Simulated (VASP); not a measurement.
# Mo (I4/mmm) in VASP: notebook, part 2 of 2

VASP 6.6.1.

### Step 4. Single point, r2SCAN

File POSCAR:

```
Mo
1.0
   -1.4394449738      1.4394449738      1.8712784660
    1.4394449738     -1.4394449738      1.8712784660
    1.4394449738      1.4394449738     -1.8712784660
Mo
1
Direct
    0.0000000000      0.0000000000      0.0000000000
```

File INCAR.step1:

```
SYSTEM = Mo
PREC = Accurate
ENCUT = 520
ISMEAR = 0
SIGMA = 0.15
LREAL = .FALSE.
LASPH = .TRUE.
NELM = 80
NBANDS = 13
GGA = PE
ALGO = Normal
EDIFF = 1E-4
LWAVE = .TRUE.
LCHARG = .FALSE.
```

File INCAR.step2:

```
SYSTEM = Mo
PREC = Accurate
ENCUT = 520
EDIFF = 1E-7
ISMEAR = 0
SIGMA = 0.15
LREAL = .FALSE.
LASPH = .TRUE.
NELM = 80
ALGO = Normal
ISIF = 2
LWAVE = .FALSE.
LCHARG = .TRUE.
METAGGA = R2SCAN
LMIXTAU = .TRUE.
LELF = .TRUE.
LVHAR = .TRUE.
NBANDS = 13
ISTART = 1
```

File KPOINTS:

```
Automatic mesh
0
G
  24 24 24
  0 0 0
```

Potentials or basis: VASP PAW PBE potentials, release 64 (Mo_sv).

On the command line:

```bash
> cat potpaw_PBE.64/Mo_sv/POTCAR > POTCAR
> cp INCAR.step1 INCAR
> mpirun -np 1 vasp_std > vasp.out
> cp INCAR.step2 INCAR
> mpirun -np 1 vasp_std > vasp.out
```

OUTCAR:

```text
SYSTEM = Mo
   PREC = Accurate
   ENCUT = 520
   EDIFF = 1E-7
   ISMEAR = 0
   LREAL = .FALSE.
   LASPH = .TRUE.
   NELM = 80
   ISIF = 2
   METAGGA = R2SCAN
   ISTART = 1

 ion  position               nearest neighbor table
   1  0.000  0.000  0.000-

  LATTYP: Found a body centered tetragonal cell.
 ALAT       =     2.8788899476
 C/A-ratio  =     1.3000000000

  Lattice vectors:

 A1 = (  -1.4394449738,   1.4394449738,   1.8712784660)
 A2 = (   1.4394449738,  -1.4394449738,   1.8712784660)
[... 564 lines left out ...]
     13      32.2513      0.00000

 [... further k-points ...]

------------------------ aborting loop because EDIFF is reached ----------------------------------------

  FORCE on cell =-STRESS in cart. coord.  units (eV):
  Direction    XX          YY          ZZ          XY          YZ          ZX
  --------------------------------------------------------------------------------------
  -------------------------------------------------------------------------------------
  Total        1.3677290      1.3677290     -0.6527136      0.0000000      0.0000000      0.0000000
  in kB      141.2934665    141.2934665    -67.4286898      0.0000000      0.0000000      0.0000000
  external PRESSURE =      71.7194144 kB  Pullay stress =       0.0000000 kB

 VOLUME and BASIS-vectors are now :
 -----------------------------------------------------------------------------
  energy-cutoff  :      520.00
  volume of cell :       15.51
      direct lattice vectors                 reciprocal lattice vectors
    -1.439444974  1.439444974  1.871278466     0.000000000  0.347356105  0.267197004
     1.439444974 -1.439444974  1.871278466     0.347356105  0.000000000  0.267197004
     1.439444974  1.439444974 -1.871278466     0.347356105  0.347356105  0.000000000

 POSITION                                       TOTAL-FORCE (eV/Angst)
 -----------------------------------------------------------------------------------
      0.00000      0.00000      0.00000         0.000000     -0.000000      0.000000
 -----------------------------------------------------------------------------------
    total drift:                               -0.000000      0.000000      0.000000

  FREE ENERGIE OF THE ION-ELECTRON SYSTEM (eV)
  ---------------------------------------------------
  free  energy   TOTEN  =       -25.6526362075 eV

  energy  without entropy=      -25.6393950837  energy(sigma->0) =      -25.64601565
```

OUTCAR.step1:

```text
SYSTEM = Mo
   PREC = Accurate
   ENCUT = 520
   ISMEAR = 0
   LREAL = .FALSE.
   LASPH = .TRUE.
   NELM = 80
[... 602 lines left out ...]
 -----------------------------------------------------------------------------------
      0.00000      0.00000      0.00000         0.000000     -0.000000     -0.000000
 -----------------------------------------------------------------------------------
    total drift:                                0.000000      0.000000     -0.000000

  FREE ENERGIE OF THE ION-ELECTRON SYSTEM (eV)
  ---------------------------------------------------
  free  energy   TOTEN  =       -10.5530204104 eV

  energy  without entropy=      -10.5388760604  energy(sigma->0) =      -10.54594824
```

OSZICAR.step1:

```text
N       E                     dE             d eps       ncg     rms          rms(c)
DAV:   1     0.931369682117E+02    0.93137E+02   -0.80526E+03 27927   0.111E+03
DAV:   2    -0.995635730641E+01   -0.10309E+03   -0.99401E+02 31698   0.312E+02
DAV:   3    -0.111431928451E+02   -0.11868E+01   -0.11821E+01 30938   0.332E+01
DAV:   4    -0.111458602334E+02   -0.26674E-02   -0.26673E-02 30968   0.192E+00
DAV:   5    -0.111458769722E+02   -0.16739E-04   -0.16740E-04 30584   0.136E-01    0.145E+01
DAV:   6    -0.106286664652E+02    0.51721E+00   -0.67187E-01 28273   0.985E+00    0.418E+00
DAV:   7    -0.105566744786E+02    0.71992E-01   -0.13721E-01 31048   0.423E+00    0.772E-01
DAV:   8    -0.105529800923E+02    0.36944E-02   -0.36977E-03 28413   0.766E-01    0.142E-01
DAV:   9    -0.105530204104E+02   -0.40318E-04   -0.71675E-05 18959   0.109E-01
   1 F= -.10553020E+02 E0= -.10545948E+02  d E =-.141444E-01
```

Run time: 5.8 min. Hardware: 1 thread of Intel Xeon Platinum 8559C (Emerald Rapids), shared host; peak memory 0.31 GiB.

What came out:

```
Free energy            : -25.6526 eV
Pressure               : 7.2 GPa
Band gap on the k mesh : zero (bands 7 and 8 overlap by 5.03 eV)
```

Stress tensor (GPa, compression positive):
```
14.13  0.00  0.00
 0.00 14.13  0.00
 0.00  0.00 -6.74
```

Levels at points of the mesh, in eV from the Fermi level:
```tsv
k point	band 5	band 6	band 7	band 8	band 9	band 10
(0.00, 0.00, 0.00)	-7.40	-1.30	-1.30	-0.17	1.27	2.72
(0.50, 0.00, 0.00)	-5.23	-1.76	-0.39	1.47	3.90	4.56
(0.50, 0.50, 0.00)	-5.55	-4.81	3.58	4.18	4.30	5.23
(0.50, 0.50, 0.50)	-5.60	-5.04	4.20	4.82	4.82	5.42
```

Caveat: the cell stands under pressure; the PAW data sets were made with another functional, which shifts forces and pressure a little.

### Step 5. The runs side by side

```csv
cell,gap on the mesh (eV),pressure (GPa)
"a = 2.742 Å, angles 114.7, 114.7, 99.4°, 1 atom",none,6.7
"a = 2.756 Å, angles 103.5, 103.5, 122.2°, 1 atom",none,10.3
"a = 2.765 Å, angles 117.3, 117.3, 94.8°, 1 atom",none,7.2
```

Alike in all rows: task single point; level r2SCAN; potentials or basis VASP PAW PBE potentials, release 64 (Mo_sv); no spin polarisation; k mesh 24 × 24 × 24; cutoff (eV) 520; smearing gaussian 0.15 eV.

Caveats: the cell stands under pressure; the PAW data sets were made with another functional, which shifts forces and pressure a little.

Absolute energies hang on the potentials; compare differences alone.
